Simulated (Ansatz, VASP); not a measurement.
Ga3Sb in VASP and in Ansatz

```
CELL_PARAMETERS angstrom
2.84999 0.00000 0.00000
0.00000 5.16905 0.00000
0.00000 0.00000 8.05118
ATOMIC_POSITIONS crystal
Ga 0.50000 0.00000 0.82931
Ga 0.50000 0.00000 0.17069
Ga 0.50000 0.00000 0.50000
Sb 0.50000 0.50000 0.00000
```

Alike in both runs: functional PBE; k mesh 6 × 4 × 4; occupations gaussian, width 0.1 eV; no spin polarisation.

Ansatz relaxed the structure, and its values are those at the end. VASP's run is a single point on that final structure, the one shown.

|  | VASP | Ansatz |
| --- | --- | --- |
| version | VASP 6.6.1 | Ansatz 0.2.0 |
| potentials or method | VASP PAW PBE potentials, release 64 (Ga_d, Sb), cutoff 520 eV | scalar-relativistic, plane waves, PAW |
| valence electrons in the cell | 44 | 54 |

VASP gave:

```
gap on the k mesh at the Fermi level (eV) : none
pressure (GPa)                            : 0.1
rms of the force components (eV/Å)        : 0.007
```

Problem. Estimate Ansatz's values.

Solution. gap on the k mesh at the Fermi level (eV): none; pressure (GPa): 0.1; rms of the force components (eV/Å): 0.008.

A gap of «none» marks a metal or a gap that the smearing closes. VASP's potentials hold 44 valence electrons a cell and Ansatz's 54, so a difference there can come from the potentials and not from the codes.

The k mesh is coarse, so the values compare programs but aren't converged. Spin-orbit coupling is off throughout.
